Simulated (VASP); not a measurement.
# Si (P6/mmm) in VASP: further runs

The runs below take Si through single point, with r2SCAN.

Everything below comes from runs of VASP 6.6.1. Logs are shortened: lines on timing, memory, paths and dates and some standing lists are left out, and cuts for length are marked.

## (1) The cell of the first run

Symmetry: P6/mmm, No. 191, hexagonal system. The conventional cell has a = 2.621 Å, b = 2.621 Å, c = 2.374 Å, α = 90.00°, β = 90.00°, γ = 120.00°. Si (site symmetry 6/mmm) has 8 Si at 2.37 to 2.62 Å within 3.1 Å.

This isn't the form of Si at room conditions, which is diamond.

## (2) Single point, r2SCAN (strain -0.0375 x Voigt [0, 0, 1, 0, 0, 0])

POSCAR

```
Si
1.0
    2.6205428149      0.0000000000      0.0000000000
   -1.3102714075      2.2694566494      0.0000000000
    0.0000000000      0.0000000000      2.3738661004
Si
1
Direct
    0.0000000000      0.0000000000      0.0000000000
```

INCAR.step1

```
PREC = Accurate
ENCUT = 520
ISMEAR = 0
SIGMA = 0.15
LREAL = False
LASPH = True
NELM = 60
NBANDS = 8
GGA = PE
ALGO = Normal
EDIFF = 1E-4
LWAVE = True
LCHARG = False
```

INCAR.step2

```
PREC = Accurate
ENCUT = 520
EDIFF = 1E-6
ISMEAR = 0
SIGMA = 0.15
LREAL = False
LASPH = True
NELM = 60
ALGO = Normal
ISIF = 2
LWAVE = False
LCHARG = False
METAGGA = R2SCAN
LMIXTAU = True
NBANDS = 8
ISTART = 1
```

KPOINTS

```
regular mesh
0
Gamma
  24 24 20
```

Potentials or basis: VASP PAW PBE potentials, release 64 (Si).

Command:

```console
> cat potpaw_PBE.64/Si/POTCAR > POTCAR
> cp INCAR.step1 INCAR
> mpirun -np 1 vasp_std > vasp.out
> cp INCAR.step2 INCAR
> mpirun -np 1 vasp_std > vasp.out
```

OUTCAR:

```text
PREC = Accurate
   ENCUT = 520
   EDIFF = 1E-6
   ISMEAR = 0
   LREAL = False
   LASPH = True
   NELM = 60
   ISIF = 2
   METAGGA = R2SCAN
   ISTART = 1

 ion  position               nearest neighbor table
   1  0.000  0.000  0.000-

  LATTYP: Found a hexagonal cell.
 ALAT       =     2.6205428149
 C/A-ratio  =     0.9058680846

  Lattice vectors:

 A1 = (   2.6205428149,   0.0000000000,   0.0000000000)
 A2 = (  -1.3102714075,   2.2694566494,   0.0000000000)
 A3 = (   0.0000000000,   0.0000000000,   2.3738661004)

Analysis of symmetry for initial positions (statically):
=====================================================================
 Subroutine PRICEL returns:
 Original cell was already a primitive cell.

 Routine SETGRP: Setting up the symmetry group for a
 hexagonal supercell.

 Subroutine GETGRP returns: Found 24 space group operations
 (whereof 24 operations were pure point group operations)
 out of a pool of 24 trial point group operations.

The static configuration has the point symmetry D_6h.

Analysis of symmetry for dynamics (positions and initial velocities):
=====================================================================
 Subroutine PRICEL returns:
 Original cell was already a primitive cell.

 Routine SETGRP: Setting up the symmetry group for a
 hexagonal supercell.

 Subroutine GETGRP returns: Found 24 space group operations
 (whereof 24 operations were pure point group operations)
 out of a pool of 24 trial point group operations.

The dynamic configuration has the point symmetry D_6h.

 Subroutine INISYM returns: Found 24 space group operations
 (whereof 24 operations are pure point group operations),
 and found     1 'primitive' translations

----------------------------------------------------------------------------------------

                                     Primitive cell

  volume of cell :      14.1179

  direct lattice vectors                    reciprocal lattice vectors
     2.620542815  0.000000000  0.000000000     0.381600329  0.220317053  0.000000000
    -1.310271407  2.269456649  0.000000000     0.000000000  0.440634105  0.000000000
     0.000000000  0.000000000  2.373866100     0.000000000  0.000000000  0.421253751

  length of vectors
     2.620542815  2.620542815  2.373866100     0.440634105  0.440634105  0.421253751

  position of ions in fractional coordinates (direct lattice)
     0.000000000  0.000000000  0.000000000

  ion indices of the primitive-cell ions
   primitive index   ion index
                 1           1

----------------------------------------------------------------------------------------

 KPOINTS: regular mesh

Automatic generation of k-mesh.
 Grid dimensions read from file:
 generate k-points for:   24   24   20

 Generating k-lattice:

  Cartesian coordinates                     Fractional coordinates (reciprocal lattice)
     0.015900014  0.009179877  0.000000000     0.041666667  0.000000000  0.000000000
     0.000000000  0.018359754  0.000000000     0.000000000  0.041666667  0.000000000
     0.000000000  0.000000000  0.021062688     0.000000000  0.000000000  0.050000000

  Length of vectors
     0.018359754  0.018359754  0.021062688

  Shift w.r.t. Gamma in fractional coordinates (k-lattice)
     0.000000000  0.000000000  0.000000000

 Subroutine IBZKPT returns following result:
 ===========================================

 Found    671 irreducible k-points:

 Following reciprocal coordinates:
            Coordinates               Weight
  0.000000  0.000000  0.000000      1.000000
  0.041667  0.000000  0.000000      6.000000
  0.083333  0.000000  0.000000      6.000000
  0.125000  0.000000  0.000000      6.000000
  0.166667  0.000000  0.000000      6.000000
  0.208333  0.000000  0.000000      6.000000
[... 16 lines left out ...]
  0.416667  0.041667  0.000000     12.000000
  0.458333  0.041667  0.000000     12.000000
 [... further k-points ...]
   k-points           NKPTS =    671   k-points in BZ     NKDIM =    671   number of bands    NBANDS=      8
   number of dos      NEDOS =    301   number of ions     NIONS =      1
   total plane-waves  NPLWV =   7200
   dimension x,y,z NGX =    20 NGY =   20 NGZ =   18
   dimension x,y,z NGXF=    40 NGYF=   40 NGZF=   36
   ions per type =               1
   NGX,Y,Z   is equivalent  to a cutoff of  12.69, 12.69, 12.61 a.u.
   NGXF,Y,Z  is equivalent  to a cutoff of  25.38, 25.38, 25.21 a.u.
 SYSTEM =  unknown system
   PREC   = accura    normal or accurate (medium, high low for compatibility)
   ISTART =      1    job   : 0-new  1-cont  2-samecut
   ICHARG =      0    charge: 1-file 2-atom 10-const
   ISPIN  =      1    spin polarized calculation?
   LNONCOLLINEAR =      F non collinear calculations
   LSORBIT =      F    spin-orbit coupling
   LASPH  =      T    aspherical Exc in radial PAW
   ENCUT  =  520.0 eV  38.22 Ry    6.18 a.u.   4.87  4.87  4.41*2*pi/ulx,y,z
   NELM   =     60;   NELMIN=  2; NELMDL=  0     # of ELM steps
   EDIFF  = 0.1E-05   stopping-criterion for ELM
   LREAL  =      F    real-space projection
   EDIFFG = 0.1E-04   stopping-criterion for IOM
   NSW    =      0    number of steps for IOM
   IBRION =     -1    ionic relax: 0-MD 1-quasi-New 2-CG
   NFREE  =      0    steps in history (QN), initial steepest desc. (CG)
   ISIF   =      2    stress and relaxation
   ISYM   =      2    0-nonsym 1-usesym 2-fastsym
   POTIM  = 0.5000    time-step for ionic-motion
   TEBEG  =    0.0;   TEEND  =   0.0 temperature during run
   PSTRESS=    0.0 pullay stress
   NELECT =       4.0000    total number of electrons
   NUPDOWN=      -1.0000    fix difference up-down
   EMIN   =  10.00;   EMAX   =-10.00  energy-range for DOS
   EFERMI =   0.00;   METHOD = LEGACY
   ISMEAR =     0;   SIGMA  =   0.15  broadening in eV -4-tet -1-fermi 0-gaus
   EFERMI_NEDOS =   21; number of points for ismear=-14 and -15
   IALGO  =     38    algorithm
   IMIX   =      4    mixing-type and parameters
     AMIX     =   0.40;   BMIX     =  1.00
     AMIX_MAG =   1.60;   BMIX_MAG =  1.00
  volume/ion in A,a.u.               =      14.12        95.27
  Fermi-wavevector in a.u.,A,eV,Ry     =   1.075239  2.031907 15.730227  1.156139
  Thomas-Fermi vector in A             =   2.211090
   LORBIT       =      0    0 simple, 1 ext, 2 COOP (PROOUT), +10 PAW based schemes
   METAGGA = R2SCAN    functional components
   LHFCALC =     F    Hartree Fock is set to
   AEXX    =    0.0000 exact exchange contribution
   IVDW    =     0    specifies the selected vdW correction
   LEPSILON=     F    determine dielectric tensor
   LRPA    =     F    only Hartree local field effects (RPA)
 non-spin polarized calculation
 Gauss-broadening in eV      SIGMA  =   0.15
  energy-cutoff  :      520.00
  volume of cell :       14.12
 maximum number of plane-waves:       395
 NGX is ok and might be reduce to    20
   NGX =  9   NGY =  9   NGZ =  9

 number of electron       4.0000000 magnetization

 Free energy of the ion-electron system (eV)
  ---------------------------------------------------
  ext. energy  EPLUGINS =         0.00000000
  ---------------------------------------------------
  free energy    TOTEN  =        -8.29894119 eV

  energy without entropy =       -8.29506343  energy(sigma->0) =       -8.29700231

 E-fermi :  10.2515     XC(G=0): -11.8427

 val. band max:       10.2477384703   @ k =   0.3750   0.2500   0.4000
 cond. band min:      10.2677026844   @ k =   0.3750   0.1250   0.4500
 fundamental gap:      0.0199642141
 Fermi energy:        10.2514851390

 k-point     1 :       0.0000    0.0000    0.0000
  band No.  band energies     occupation
      1      -5.0583      2.00000
      2      18.4519      0.00000
      3      20.2741      0.00000
      4      20.9273      0.00000
      5      20.9273      0.00000
      6      22.9575      0.00000
      7      22.9575      0.00000
      8      28.6963      0.00000

 k-point     2 :       0.0417    0.0000    0.0000
  band No.  band energies     occupation
      1      -5.0068      2.00000
      2      18.1412      0.00000
      3      20.3173      0.00000
      4      20.5013      0.00000
      5      20.6441      0.00000
      6      23.0181      0.00000
      7      23.4731      0.00000
      8      29.2776      0.00000

 k-point     3 :       0.0833    0.0000    0.0000
  band No.  band energies     occupation
      1      -4.8522      2.00000
      2      17.2160      0.00000
      3      19.7262      0.00000
      4      20.0844      0.00000
      5      20.4468      0.00000
      6      23.2013      0.00000
      7      24.5165      0.00000
      8      30.7104      0.00000

 k-point     4 :       0.1250    0.0000    0.0000
  band No.  band energies     occupation
      1      -4.5949      2.00000
      2      15.8341      0.00000
      3      18.9375      0.00000
      4      19.5396      0.00000
      5      20.6625      0.00000
      6      23.4979      0.00000
      7      25.7509      0.00000
      8      32.4047      0.00000

 k-point     5 :       0.1667    0.0000    0.0000
  band No.  band energies     occupation
      1      -4.2353      2.00000
      2      14.2350      0.00000
      3      18.2058      0.00000
      4      19.0377      0.00000
      5      20.9638      0.00000
      6      23.8964      0.00000
      7      27.1034      0.00000
      8      33.6178      0.00000
[... 177 lines left out ...]
 k-point    22 :       0.3750    0.0417    0.0000
  band No.  band energies     occupation
      1      -0.4364      2.00000
      2       5.5763      2.00000
      3      14.6136      0.00000
      4      18.1156      0.00000
      5      24.1003      0.00000
      6      27.6665      0.00000
      7      29.5456      0.00000
      8      33.8624      0.00000

 k-point    23 :       0.4167    0.0417    0.0000
  band No.  band energies     occupation
      1       0.5483      2.00000
      2       4.2300      2.00000
      3      14.4339      0.00000
      4      17.9642      0.00000
      5      24.8510      0.00000
      6      28.4998      0.00000
      7      28.5021      0.00000
      8      32.9542      0.00000

 k-point    24 :       0.4583    0.0417    0.0000
  band No.  band energies     occupation
      1       1.5557      2.00000
      2       3.0410      2.00000
      3      14.3440      0.00000
      4      17.8876      0.00000
      5      25.4742      0.00000
      6      27.7309      0.00000
      7      29.1326      0.00000
      8      32.2449      0.00000

 [... further k-points ...]

------------------------ aborting loop because EDIFF is reached ----------------------------------------

  FORCE on cell =-STRESS in cart. coord.  units (eV):
  Direction    XX          YY          ZZ          XY          YZ          ZX
  --------------------------------------------------------------------------------------
  -------------------------------------------------------------------------------------
  Total        0.3705076      0.3705076      1.3727558     -0.0000000     -0.0000000      0.0000000
  in kB       42.0473229     42.0473229    155.7881836     -0.0000000     -0.0000000      0.0000000
  external PRESSURE =      79.9609431 kB  Pullay stress =       0.0000000 kB

 VOLUME and BASIS-vectors are now :
 -----------------------------------------------------------------------------
  energy-cutoff  :      520.00
  volume of cell :       14.12
      direct lattice vectors                 reciprocal lattice vectors
     2.620542815  0.000000000  0.000000000     0.381600329  0.220317053  0.000000000
    -1.310271407  2.269456649  0.000000000     0.000000000  0.440634105  0.000000000
     0.000000000  0.000000000  2.373866100     0.000000000  0.000000000  0.421253751

 POSITION                                       TOTAL-FORCE (eV/Angst)
 -----------------------------------------------------------------------------------
      0.00000      0.00000      0.00000         0.000000      0.000000      0.000000
 -----------------------------------------------------------------------------------
    total drift:                               -0.000000     -0.000000      0.000000

  FREE ENERGIE OF THE ION-ELECTRON SYSTEM (eV)
  ---------------------------------------------------
  free  energy   TOTEN  =        -8.2989411871 eV

  energy  without entropy=       -8.2950634286  energy(sigma->0) =       -8.29700231
```

Run time: 3 min. Hardware: 1 thread of Intel Xeon Platinum 8259CL at 2.50GHz (Skylake/Cascade Lake), shared host; peak memory 0.17 GiB.

Results:

* Free energy: -8.2989 eV
* Pressure: 8.0 GPa
* Band gap on the k mesh: zero (bands 2 and 3 overlap by 13.39 eV)

Caveat: the cell differs from its parent crystal (strain -0.0375 x Voigt [0, 0, 1, 0, 0, 0]); the cell stands under pressure; the PAW data sets were made with another functional, which shifts forces and pressure a little.

## (3) Single point, r2SCAN (strain +0.0375 x Voigt [0, 0, 1, 0, 0, 0])

POSCAR, as its differences from that of step 2:

```diff
@@ -4,3 +4,3 @@
    -1.3102714075      2.2694566494      0.0000000000
-    0.0000000000      0.0000000000      2.3738661004
+    0.0000000000      0.0000000000      2.5588426796
 Si
```

INCAR.step1

```
SYSTEM = Si
  ALGO = Normal
  EDIFF = 1E-4
  ENCUT = 520
  GGA = PE
  ISMEAR = 0
  LASPH = .True.
  LCHARG = .False.
  LREAL = .False.
  LWAVE = .True.
  NBANDS = 8
  NELM = 100
  PREC = Accurate
  SIGMA = 0.15
```

INCAR.step2

```
SYSTEM = Si
  ALGO = Normal
  EDIFF = 1E-6
  ENCUT = 520
  ISIF = 2
  ISMEAR = 0
  ISTART = 1
  LASPH = .True.
  LCHARG = .False.
  LMIXTAU = .True.
  LREAL = .False.
  LWAVE = .False.
  METAGGA = R2SCAN
  NBANDS = 8
  NELM = 100
  PREC = Accurate
  SIGMA = 0.15
```

KPOINTS

```
k-points
0
Gamma
  24 24 20
  0 0 0
```

Potentials or basis: VASP PAW PBE potentials, release 64 (Si).

Command:

```console
> cat potpaw_PBE.64/Si/POTCAR > POTCAR
> cp INCAR.step1 INCAR
> mpirun -np 1 vasp_std > vasp.out
> cp INCAR.step2 INCAR
> mpirun -np 1 vasp_std > vasp.out
```

Wall time 3.3 min (1 thread of Intel Xeon Platinum 8259CL at 2.50GHz (Skylake/Cascade Lake), shared host); peak memory 0.17 GiB.

Results (log left out):

```
Free energy            : -8.3151 eV
Pressure               : -2.3 GPa
Band gap on the k mesh : zero (bands 2 and 3 overlap by 11.67 eV)
```

Stress tensor (GPa, compression positive):
```
 0.93  0.00  0.00
 0.00  0.93  0.00
 0.00  0.00 -8.73
```

Levels at points of the mesh, in eV from the Fermi level:
| k point | band 1 | band 2 | band 3 | band 4 | band 5 | band 6 |
| --- | --- | --- | --- | --- | --- | --- |
| (0.00, 0.00, 0.00) | -14.60 | 7.02 | 7.45 | 11.39 | 11.39 | 13.26 |
| (0.50, 0.00, 0.00) | -7.63 | -6.95 | 5.80 | 7.12 | 12.31 | 14.75 |
| (0.00, 0.00, 0.50) | -10.11 | -7.36 | 14.77 | 14.77 | 15.70 | 15.70 |
| (0.50, 0.00, 0.50) | -3.50 | -2.25 | -1.98 | 1.91 | 9.17 | 12.83 |

Caveat: the cell differs from its parent crystal (strain +0.0375 x Voigt [0, 0, 1, 0, 0, 0]); the PAW data sets were made with another functional, which shifts forces and pressure a little.

## (4) Single point, r2SCAN (strain +0.0750 x Voigt [0, 0, 1, 0, 0, 0])

POSCAR, as its differences from that of step 3:

```diff
@@ -4,3 +4,3 @@
    -1.3102714075      2.2694566494      0.0000000000
-    0.0000000000      0.0000000000      2.5588426796
+    0.0000000000      0.0000000000      2.6513309692
 Si
```

INCAR.step1

```
  ALGO = Normal
  EDIFF = 1E-4
  ENCUT = 520
  GGA = PE
  ISMEAR = 0
  LASPH = True
  LCHARG = False
  LREAL = False
  LWAVE = True
  NBANDS = 8
  NELM = 100
  PREC = Accurate
  SIGMA = 0.15
```

INCAR.step2

```
  ALGO = Normal
  EDIFF = 1E-6
  ENCUT = 520
  ISIF = 2
  ISMEAR = 0
  ISTART = 1
  LASPH = True
  LCHARG = False
  LMIXTAU = True
  LREAL = False
  LWAVE = False
  METAGGA = R2SCAN
  NBANDS = 8
  NELM = 100
  PREC = Accurate
  SIGMA = 0.15
```

KPOINTS

```
k-points
0
Gamma
  24 24 20
```

Command:

```console
> cat potpaw_PBE.64/Si/POTCAR > POTCAR
> cp INCAR.step1 INCAR
> mpirun -np 1 vasp_std > vasp.out
> cp INCAR.step2 INCAR
> mpirun -np 1 vasp_std > vasp.out
```

Run time: 3.3 min. Hardware: 1 thread of Intel Xeon Platinum 8259CL at 2.50GHz (Skylake/Cascade Lake), shared host; peak memory 0.18 GiB.

Results (log left out):

```
Free energy            : -8.2735 eV
Pressure               : -5.3 GPa
Band gap on the k mesh : zero (bands 2 and 3 overlap by 10.45 eV)
```

Stress tensor (GPa, compression positive):
```
 -0.45   0.00   0.00
  0.00  -0.45   0.00
  0.00   0.00 -14.94
```

Levels at points of the mesh, in eV from the Fermi level:
| k point | band 1 | band 2 | band 3 | band 4 | band 5 | band 6 |
| --- | --- | --- | --- | --- | --- | --- |
| (0.00, 0.00, 0.00) | -14.29 | 5.82 | 7.03 | 11.70 | 11.70 | 13.50 |
| (0.50, 0.00, 0.00) | -7.26 | -6.69 | 6.09 | 7.37 | 11.12 | 13.72 |
| (0.00, 0.00, 0.50) | -10.39 | -7.10 | 14.55 | 14.55 | 15.55 | 15.55 |
| (0.50, 0.00, 0.50) | -3.71 | -2.56 | -1.62 | 2.11 | 8.96 | 12.48 |

Caveat: the cell differs from its parent crystal (strain +0.0750 x Voigt [0, 0, 1, 0, 0, 0]); the cell stands under tension; the PAW data sets were made with another functional, which shifts forces and pressure a little.

## (5) Summary

```csv
cell,gap on the mesh (eV),pressure (GPa)
"a = 2.621, b = 2.621, c = 2.374 Å, angles 90.0, 90.0, 120.0°, 1 atom",none,8.0
"a = 2.621, b = 2.621, c = 2.559 Å, angles 90.0, 90.0, 120.0°, 1 atom",none,-2.3
"a = 2.621, b = 2.621, c = 2.651 Å, angles 90.0, 90.0, 120.0°, 1 atom",none,-5.3
```

Alike in all rows: task single point; level r2SCAN; potentials or basis VASP PAW PBE potentials, release 64 (Si); no spin polarisation; k mesh 24 × 24 × 20; cutoff (eV) 520; smearing gaussian 0.15 eV.

Caveats: the PAW data sets were made with another functional, which shifts forces and pressure a little; the cell stands under pressure (at least some runs); the cell stands under tension (at least some runs).

Absolute energies hang on the potentials; compare differences alone.
